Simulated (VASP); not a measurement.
Runs of VASP 6.6.1 on Zn. The structure is that of space group Fm-3m (No. 225), or close to it. The cells are those of the table. 

| task | level | potentials or basis | cell | cutoff (eV) | smearing | gap on the mesh (eV) | pressure (GPa) |
| --- | --- | --- | --- | --- | --- | --- | --- |
| electric field gradients | LDA | VASP PAW LDA potentials, release 64 (Zn) | a = 2.779 Å, angles 60.0°, 1 atom | 520 | tetrahedron | none | (a) |
| relaxation of cell and atoms | PBEsol+D4 | VASP PAW PBE potentials, release 64 (Zn) | relaxed from a = 2.779 Å, angles 60.0°, 1 atom | 600 | fermi-dirac 0.05 eV | none | 0.0 |
| single point | r2SCAN+rVV10 | VASP PAW PBE potentials, release 64 (Zn) | a = 2.779 Å, angles 60.0°, 1 atom | 520 | methfessel-paxton 0.2 eV | none | -5.5 |
| relaxation of cell and atoms | PBE | VASP PAW PBE potentials, release 64 (Zn) | relaxed from a = 2.779 Å, angles 60.0°, 1 atom | 600 | fermi-dirac 0.05 eV | none | 0.1 |
| single point | PBEsol | VASP PAW PBE potentials, release 64 (Zn) | a = 2.666 Å, angles 60.0°, 1 atom | 520 | fermi-dirac 0.05 eV | none | 5.6 |

Alike in all rows: no spin polarisation; k mesh 12 × 12 × 12.

Question: Fill in the values left out.

Answer: (a) -8.9.

Caveats: the PAW data sets were made with another functional, which shifts forces and pressure a little (some runs); tetrahedron occupations give inexact forces and stress in metals (some runs); pairwise dispersion overbinds metals, which lowers pressure and volume (some runs); the relaxation stopped at its first step, so nothing moved (some runs).

A gap of «none» marks levels without a gap at the run's occupations.
